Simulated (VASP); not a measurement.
# CsMgBiO3 (R3m) in VASP: notebook, part 2 of 3

VASP 6.6.1. Earlier steps stand in the parts before.

**3. Single point, r2SCAN+D3(BJ)**

This run uses another cell than the first one, of 22.75 Å³/atom.

File POSCAR:

```
CsMgBiO3
1.0
    3.1739049315      1.8324548666      3.9118470540
   -3.1739049315      1.8324548666      3.9118470540
    0.0000000000     -3.6649097332      3.9118470540
Bi Cs Mg O
1 1 1 3
Direct
    0.5693766148      0.5693766148      0.5693766148
    0.8982559563      0.8982559563      0.8982559563
    0.3135361518      0.3135361518      0.3135361518
    0.9794762243      0.4945747664      0.4945747664
    0.4945747664      0.4945747664      0.9794762243
    0.4945747664      0.9794762243      0.4945747664
```

File INCAR.step1:

```
PREC     = Accurate       # precision mode
ENCUT    = 520            # plane-wave cutoff, eV
ISMEAR   = -1             # smearing method
SIGMA    = 0.05           # smearing width, eV
LREAL    = F              # projectors in reciprocal space
LASPH    = T              # aspherical terms in the spheres
NELM     = 100            # most SCF steps
NBANDS   = 31             # bands
GGA      = PE             # functional
ALGO     = Normal         # electronic algorithm
EDIFF    = 1E-4           # SCF threshold, eV
LWAVE    = T              # write WAVECAR
LCHARG   = F              # write CHGCAR
```

File INCAR.step2:

```
PREC     = Accurate       # precision mode
ENCUT    = 520            # plane-wave cutoff, eV
EDIFF    = 1E-6           # SCF threshold, eV
ISMEAR   = -1             # smearing method
SIGMA    = 0.05           # smearing width, eV
LREAL    = F              # projectors in reciprocal space
LASPH    = T              # aspherical terms in the spheres
NELM     = 100            # most SCF steps
ALGO     = Normal         # electronic algorithm
ISIF     = 2              # what is computed and relaxed
LWAVE    = F              # write WAVECAR
LCHARG   = F              # write CHGCAR
METAGGA  = R2SCAN         # meta-GGA
LMIXTAU  = T            
IVDW     = 12             # dispersion correction
VDW_S6   = 1.0          
VDW_S8   = 0.78981345   
VDW_A1   = 0.49484001   
VDW_A2   = 5.73083694   
NBANDS   = 31             # bands
ISTART   = 1
```

File KPOINTS:

```
regular mesh
0
Gamma
  6 6 6
```

Potentials or basis: VASP PAW PBE potentials, release 64 (Bi_d, Cs_sv, Mg, O).

Launch:

```
cat potpaw_PBE.64/Bi_d/POTCAR potpaw_PBE.64/Cs_sv/POTCAR potpaw_PBE.64/Mg/POTCAR potpaw_PBE.64/O/POTCAR > POTCAR
cp INCAR.step1 INCAR
mpirun -np 1 vasp_std > vasp.out
cp INCAR.step2 INCAR
mpirun -np 1 vasp_std > vasp.out
```

OUTCAR:

```text
PREC = Accurate
   ENCUT = 520
   EDIFF = 1E-6
   ISMEAR = -1
   LREAL = F
   LASPH = T
   NELM = 100
   ISIF = 2
   METAGGA = R2SCAN
   IVDW = 12
   ISTART = 1
 IVDW          = 12

 ion  position               nearest neighbor table
   1  0.569  0.569  0.569-   4 2.05   6 2.05   5 2.05   3 3.00   3 3.78   3 3.78   3 3.78
   2  0.898  0.898  0.898-
   3  0.314  0.314  0.314-   4 1.89   6 1.89   5 1.89   1 3.00   1 3.78   1 3.78   1 3.78
   4  0.979  0.495  0.495-   3 1.89   1 2.05
   5  0.495  0.495  0.979-   3 1.89   1 2.05
   6  0.495  0.979  0.495-   3 1.89   1 2.05

  LATTYP: Found a trigonal (rhomboedric) cell.
 ALAT       =     5.3604207602
 COS(alpha) =     0.2988352686

  Lattice vectors:

 A1 = (   3.1739049315,   1.8324548666,   3.9118470540)
 A2 = (  -3.1739049315,   1.8324548666,   3.9118470540)
 A3 = (   0.0000000000,  -3.6649097332,   3.9118470540)

Analysis of symmetry for initial positions (statically):
=====================================================================
 Subroutine PRICEL returns:
 Original cell was already a primitive cell.

 Routine SETGRP: Setting up the symmetry group for a
 trigonal (rhombohedral) supercell.

 Subroutine GETGRP returns: Found  6 space group operations
 (whereof  6 operations were pure point group operations)
 out of a pool of 12 trial point group operations.

The static configuration has the point symmetry C_3v.

Analysis of symmetry for dynamics (positions and initial velocities):
=====================================================================
 Subroutine PRICEL returns:
 Original cell was already a primitive cell.

 Routine SETGRP: Setting up the symmetry group for a
 trigonal (rhombohedral) supercell.

 Subroutine GETGRP returns: Found  6 space group operations
 (whereof  6 operations were pure point group operations)
 out of a pool of 12 trial point group operations.

The dynamic configuration has the point symmetry C_3v.

 Subroutine INISYM returns: Found  6 space group operations
 (whereof  6 operations are pure point group operations),
 and found     1 'primitive' translations

----------------------------------------------------------------------------------------

                                     Primitive cell

  volume of cell :     136.5087

  direct lattice vectors                    reciprocal lattice vectors
     3.173904932  1.832454867  3.911847054     0.157534649  0.090952672  0.085211239
    -3.173904932  1.832454867  3.911847054    -0.157534649  0.090952672  0.085211239
     0.000000000 -3.664909733  3.911847054     0.000000000 -0.181905344  0.085211239

  length of vectors
     5.360420760  5.360420760  5.360420760     0.200874362  0.200874362  0.200874362

  position of ions in fractional coordinates (direct lattice)
     0.569376615  0.569376615  0.569376615
     0.898255956  0.898255956  0.898255956
     0.313536152  0.313536152  0.313536152
     0.979476224  0.494574766  0.494574766
     0.494574766  0.494574766  0.979476224
     0.494574766  0.979476224  0.494574766

  ion indices of the primitive-cell ions
   primitive index   ion index
                 1           1
                 2           2
[... 28 lines left out ...]

 Found     32 irreducible k-points:

 Following reciprocal coordinates:
            Coordinates               Weight
  0.000000  0.000000  0.000000      1.000000
  0.166667  0.000000 -0.000000      6.000000
  0.333333  0.000000 -0.000000      6.000000
  0.500000  0.000000 -0.000000      3.000000
  0.166667  0.166667 -0.000000      6.000000
  0.333333  0.166667 -0.000000     12.000000
[... 16 lines left out ...]
  0.500000  0.500000  0.166667      6.000000
 -0.333333  0.500000  0.166667     12.000000
 [... further k-points ...]
   k-points           NKPTS =     32   k-points in BZ     NKDIM =     32   number of bands    NBANDS=     31
   number of dos      NEDOS =    301   number of ions     NIONS =      6
   total plane-waves  NPLWV =  64000
   dimension x,y,z NGX =    40 NGY =   40 NGZ =   40
   dimension x,y,z NGXF=    80 NGYF=   80 NGZF=   80
   ions per type =               1   1   1   3
   NGX,Y,Z   is equivalent  to a cutoff of  12.41, 12.41, 12.41 a.u.
   NGXF,Y,Z  is equivalent  to a cutoff of  24.81, 24.81, 24.81 a.u.
 SYSTEM =  unknown system
   PREC   = accura    normal or accurate (medium, high low for compatibility)
   ISTART =      1    job   : 0-new  1-cont  2-samecut
   ICHARG =      0    charge: 1-file 2-atom 10-const
   ISPIN  =      1    spin polarized calculation?
   LNONCOLLINEAR =      F non collinear calculations
   LSORBIT =      F    spin-orbit coupling
   LASPH  =      T    aspherical Exc in radial PAW
   ENCUT  =  520.0 eV  38.22 Ry    6.18 a.u.   9.97  9.97  9.97*2*pi/ulx,y,z
   NELM   =    100;   NELMIN=  2; NELMDL=  0     # of ELM steps
   EDIFF  = 0.1E-05   stopping-criterion for ELM
   LREAL  =      F    real-space projection
   EDIFFG = 0.1E-04   stopping-criterion for IOM
   NSW    =      0    number of steps for IOM
   IBRION =     -1    ionic relax: 0-MD 1-quasi-New 2-CG
   NFREE  =      0    steps in history (QN), initial steepest desc. (CG)
   ISIF   =      2    stress and relaxation
   ISYM   =      2    0-nonsym 1-usesym 2-fastsym
   POTIM  = 0.5000    time-step for ionic-motion
   TEBEG  =    0.0;   TEEND  =   0.0 temperature during run
   PSTRESS=    0.0 pullay stress
   NELECT =      44.0000    total number of electrons
   NUPDOWN=      -1.0000    fix difference up-down
   EMIN   =  10.00;   EMAX   =-10.00  energy-range for DOS
   EFERMI =   0.00;   METHOD = LEGACY
   ISMEAR =    -1;   SIGMA  =   0.05  broadening in eV -4-tet -1-fermi 0-gaus
   EFERMI_NEDOS =   21; number of points for ismear=-14 and -15
   IALGO  =     38    algorithm
   IMIX   =      4    mixing-type and parameters
     AMIX     =   0.40;   BMIX     =  1.00
     AMIX_MAG =   1.60;   BMIX_MAG =  1.00
  volume/ion in A,a.u.               =      22.75       153.53
  Fermi-wavevector in a.u.,A,eV,Ry     =   1.122464  2.121149 17.142315  1.259925
  Thomas-Fermi vector in A             =   2.259124
   LORBIT       =      0    0 simple, 1 ext, 2 COOP (PROOUT), +10 PAW based schemes
   METAGGA = R2SCAN    functional components
   LHFCALC =     F    Hartree Fock is set to
   AEXX    =    0.0000 exact exchange contribution
   IVDW    =    12    specifies the selected vdW correction
   LEPSILON=     F    determine dielectric tensor
   LRPA    =     F    only Hartree local field effects (RPA)
 non-spin polarized calculation
  energy-cutoff  :      520.00
  volume of cell :      136.51
 maximum number of plane-waves:      3717
   NGX = 19   NGY = 19   NGZ = 19

 number of electron      44.0000011 magnetization

 Free energy of the ion-electron system (eV)
  ---------------------------------------------------
  ext. energy  EPLUGINS =         0.00000000
  ---------------------------------------------------
  free energy    TOTEN  =      -115.88922836 eV

  energy without entropy =     -115.88922836  energy(sigma->0) =     -115.88922836

 E-fermi :   2.4275     XC(G=0):  -8.8683

 val. band max:        1.4513835885   @ k =   0.5000   0.5000   0.5000
 cond. band min:       4.7306814074   @ k =   0.5000   0.5000   0.3333
 fundamental gap:      3.2792978189
 Fermi energy:         2.4275249482

 k-point     1 :       0.0000    0.0000    0.0000
  band No.  band energies     occupation
      1     -21.4509      2.00000
      2     -21.4509      2.00000
      3     -21.0713      2.00000
      4     -21.0343      2.00000
      5     -21.0343      2.00000
      6     -19.7704      2.00000
[... 805 lines left out ...]
     30       9.7453      0.00000
     31      10.2393      0.00000

 [... further k-points ...]

------------------------ aborting loop because EDIFF is reached ----------------------------------------

 Edisp (eV)   -0.50547

 E8    (eV) :    -0.1864

  FORCE on cell =-STRESS in cart. coord.  units (eV):
  Direction    XX          YY          ZZ          XY          YZ          ZX
  --------------------------------------------------------------------------------------
  -------------------------------------------------------------------------------------
  Total       0.19724     0.19724     0.09868     0.00000     0.00000     0.00000
  in kB       2.31502     2.31502     1.15818     0.00000     0.00000     0.00000
  external pressure =        1.93 kB  Pullay stress =        0.00 kB

 VOLUME and BASIS-vectors are now :
 -----------------------------------------------------------------------------
  energy-cutoff  :      520.00
  volume of cell :      136.51
      direct lattice vectors                 reciprocal lattice vectors
     3.173904932  1.832454867  3.911847054     0.157534649  0.090952672  0.085211239
    -3.173904932  1.832454867  3.911847054    -0.157534649  0.090952672  0.085211239
     0.000000000 -3.664909733  3.911847054     0.000000000 -0.181905344  0.085211239

 POSITION                                       TOTAL-FORCE (eV/Angst)
 -----------------------------------------------------------------------------------
      0.00000      0.00000      6.68194        -0.000000     -0.000000     -0.186662
      0.00000      0.00000     10.54152        -0.000000     -0.000000      0.003872
      0.00000      0.00000      3.67952        -0.000000      0.000000      0.021256
      1.53903      0.88856      7.70096         0.104624      0.060405      0.053845
      0.00000     -1.77712      7.70096        -0.000000     -0.120810      0.053845
     -1.53903      0.88856      7.70096        -0.104624      0.060405      0.053845
 -----------------------------------------------------------------------------------
    total drift:                               -0.000000     -0.000000     -0.000039

  FREE ENERGIE OF THE ION-ELECTRON SYSTEM (eV)
  ---------------------------------------------------
  free  energy   TOTEN  =      -116.3947003908 eV

  energy  without entropy=     -116.3947003908  energy(sigma->0) =     -116.39470039
```

Wall time 4 min (1 thread of Intel Xeon Platinum 8488C (Sapphire Rapids), shared host); peak memory 0.36 GiB.

Results:

```
Free energy                : -116.3947 eV
Pressure                   : 0.2 GPa
Largest force              : 0.187 eV/Å
Band gap on the k mesh     : 3.28 eV (least direct gap 3.41 eV)
Dispersion energy per atom : -0.084 eV
```

Forces on the atoms (eV/Å):
```
Bi   0.000  0.000 -0.187
Cs   0.000  0.000  0.004
Mg   0.000  0.000  0.021
O    0.105  0.060  0.054
O    0.000 -0.121  0.054
O   -0.105  0.060  0.054
```

Stress tensor (GPa, compression positive):
```
0.23 0.00 0.00
0.00 0.23 0.00
0.00 0.00 0.12
```

Levels at points of the mesh, in eV from the valence-band top:
| k point | band 18 | band 19 | band 20 | band 21 | band 22 | band 23 | band 24 | band 25 | band 26 | band 27 |
| --- | --- | --- | --- | --- | --- | --- | --- | --- | --- | --- |
| (0.00, 0.00, 0.00) | -1.89 | -1.74 | -1.40 | -1.40 | -0.97 | 3.66 | 5.25 | 5.25 | 6.30 | 6.46 |
| (0.50, 0.00, 0.00) | -1.87 | -1.79 | -1.48 | -1.29 | -0.97 | 3.68 | 5.15 | 5.58 | 6.01 | 6.61 |
| (0.50, 0.50, 0.00) | -1.89 | -1.68 | -1.47 | -1.21 | -0.43 | 3.59 | 4.28 | 4.84 | 5.97 | 6.97 |
| (0.50, 0.50, 0.50) | -1.67 | -1.38 | -1.38 | -0.92 | 0.00 | 3.41 | 3.41 | 3.49 | 4.70 | 8.21 |

Caveat: the PAW data sets were made with another functional, which shifts forces and pressure a little; spin-orbit coupling is left out, which moves the levels of the heavy elements. A k mesh can miss the band edges.

**4. Single point, r2SCAN+D3(BJ)**

This run uses another cell than the first one, of 22.88 Å³/atom.

File POSCAR:

```
CsMgBiO3
1.0
    3.1754542375      1.8333493588      3.9309293491
   -3.1754542375      1.8333493588      3.9309293491
    0.0000000000     -3.6666987176      3.9309293490
Bi Cs Mg O
1 1 1 3
Direct
    0.5698237065      0.5698237065      0.5698237065
    0.8974402396      0.8974402396      0.8974402396
    0.3142080053      0.3142080053      0.3142080053
    0.9793895801      0.4944664742      0.4944664742
    0.4944664742      0.4944664742      0.9793895801
    0.4944664742      0.9793895801      0.4944664742
```

INCAR.step1, as its differences from that of step 3:

```diff
@@ -6,3 +6,3 @@
 LASPH    = T              # aspherical terms in the spheres
-NELM     = 100            # most SCF steps
+NELM     = 60             # most SCF steps
 NBANDS   = 31             # bands
```

INCAR.step2, as its differences from that of step 3:

```diff
@@ -2,3 +2,3 @@
 ENCUT    = 520            # plane-wave cutoff, eV
-EDIFF    = 1E-6           # SCF threshold, eV
+EDIFF    = 1E-7           # SCF threshold, eV
 ISMEAR   = -1             # smearing method
@@ -7,3 +7,3 @@
 LASPH    = T              # aspherical terms in the spheres
-NELM     = 100            # most SCF steps
+NELM     = 60             # most SCF steps
 ALGO     = Normal         # electronic algorithm
```

File KPOINTS:

```
Automatic mesh
0
Gamma
  6 6 6
```

Launch:

```
cat potpaw_PBE.64/Bi_d/POTCAR potpaw_PBE.64/Cs_sv/POTCAR potpaw_PBE.64/Mg/POTCAR potpaw_PBE.64/O/POTCAR > POTCAR
cp INCAR.step1 INCAR
mpirun -np 1 vasp_std > vasp.out
cp INCAR.step2 INCAR
mpirun -np 1 vasp_std > vasp.out
```

Wall time 4.7 min (1 thread of Intel Xeon Platinum 8488C (Sapphire Rapids), shared host); peak memory 0.37 GiB.

The run converged. Its results:

* Free energy: -116.3946 eV
* Pressure: 0.1 GPa
* Largest force: 0.182 eV/Å
* Band gap on the k mesh: 3.30 eV (least direct gap 3.43 eV)
* Dispersion energy per atom: -0.084 eV

Forces in eV/Å, atoms in the order of the input:
```
Bi   0.000  0.000 -0.182
Cs   0.000  0.000  0.001
Mg   0.000  0.000  0.022
O    0.099  0.057  0.053
O    0.000 -0.115  0.053
O   -0.099  0.057  0.053
```

Stress tensor (GPa, compression positive):
```
 0.12  0.00  0.00
 0.00  0.12  0.00
 0.00  0.00 -0.02
```

Levels at points of the mesh, in eV from the valence-band top:
| k point | band 19 | band 20 | band 21 | band 22 | band 23 | band 24 | band 25 | band 26 |
| --- | --- | --- | --- | --- | --- | --- | --- | --- |
| (0.00, 0.00, 0.00) | -1.71 | -1.37 | -1.37 | -0.94 | 3.70 | 5.25 | 5.25 | 6.28 |
| (0.50, 0.00, 0.00) | -1.76 | -1.46 | -1.26 | -0.95 | 3.70 | 5.17 | 5.59 | 6.00 |
| (0.50, 0.50, 0.00) | -1.65 | -1.45 | -1.18 | -0.41 | 3.60 | 4.30 | 4.86 | 5.97 |
| (0.50, 0.50, 0.50) | -1.35 | -1.35 | -0.89 | 0.00 | 3.43 | 3.43 | 3.50 | 4.72 |

Caveat: three body term missing; the PAW data sets were made with another functional, which shifts forces and pressure a little; spin-orbit coupling is left out, which moves the levels of the heavy elements.

**5. Single point, r2SCAN+D3(BJ)**

This run uses another cell than the first one, of 22.88 Å³/atom.

File POSCAR:

```
CsMgBiO3
1.0
    3.2305168867      1.8651397941      3.7970092083
   -3.2305168867      1.8651397941      3.7970092083
    0.0000000000     -3.7302795883      3.7970092083
Bi Cs Mg O
1 1 1 3
Direct
    0.5652985500      0.5652985500      0.5652985500
    0.9172816500      0.9172816500      0.9172816500
    0.3021917400      0.3021917400      0.3021917400
    0.9822380200      0.4913922600      0.4913922600
    0.4913922600      0.4913922600      0.9822380200
    0.4913922600      0.9822380200      0.4913922600
```

File INCAR.step1:

```
ALGO = Normal
EDIFF = 1E-4
ENCUT = 520
GGA = PE
ISMEAR = -1
LASPH = T
LCHARG = F
LREAL = F
LWAVE = T
NBANDS = 31
NELM = 60
PREC = Accurate
SIGMA = 0.05
```

File INCAR.step2:

```
ALGO = Normal
EDIFF = 1E-7
ENCUT = 520
ISIF = 2
ISMEAR = -1
ISTART = 1
IVDW = 12
LASPH = T
LCHARG = F
LMIXTAU = T
LREAL = F
LWAVE = F
METAGGA = R2SCAN
NBANDS = 31
NELM = 60
PREC = Accurate
SIGMA = 0.05
VDW_A1 = 0.49484001
VDW_A2 = 5.73083694
VDW_S6 = 1.0
VDW_S8 = 0.78981345
```

File KPOINTS:

```
k-points
0
Gamma
  6 6 6
```

Launch:

```
cat potpaw_PBE.64/Bi_d/POTCAR potpaw_PBE.64/Cs_sv/POTCAR potpaw_PBE.64/Mg/POTCAR potpaw_PBE.64/O/POTCAR > POTCAR
cp INCAR.step1 INCAR
mpirun -np 1 vasp_std > vasp.out
cp INCAR.step2 INCAR
mpirun -np 1 vasp_std > vasp.out
```

Wall time 4.8 min (1 thread of Intel Xeon Platinum 8488C (Sapphire Rapids), shared host); peak memory 0.36 GiB.

It converged, with:

```
Free energy                : -116.3304 eV
Pressure                   : -2.5 GPa
Largest force              : 0.634 eV/Å
Band gap on the k mesh     : 2.98 eV (least direct gap 3.03 eV)
Dispersion energy per atom : -0.084 eV
```

Forces on the atoms (eV/Å):
```
Bi   0.000  0.000  0.634
Cs   0.000  0.000 -0.078
Mg   0.000  0.000  0.196
O   -0.196 -0.113 -0.251
O    0.000  0.226 -0.251
O    0.196 -0.113 -0.251
```

Stress tensor (GPa, compression positive):
```
-3.16  0.00  0.00
 0.00 -3.16  0.00
 0.00  0.00 -1.10
```

Levels at points of the mesh, in eV from the valence-band top:
| k point | band 20 | band 21 | band 22 | band 23 | band 24 | band 25 |
| --- | --- | --- | --- | --- | --- | --- |
| (0.00, 0.00, 0.00) | -1.42 | -1.42 | -1.04 | 3.27 | 5.14 | 5.14 |
| (0.50, 0.00, 0.00) | -1.50 | -1.36 | -1.00 | 3.43 | 4.93 | 5.28 |
| (0.50, 0.50, 0.00) | -1.47 | -1.27 | -0.44 | 3.39 | 4.06 | 4.55 |
| (0.50, 0.50, 0.50) | -1.38 | -0.97 | 0.00 | 3.03 | 3.18 | 3.18 |

Caveat: three body term missing; the PAW data sets were made with another functional, which shifts forces and pressure a little; spin-orbit coupling is left out, which moves the levels of the heavy elements. A k mesh can miss the band edges.

(Continued in part 3 of 3.)
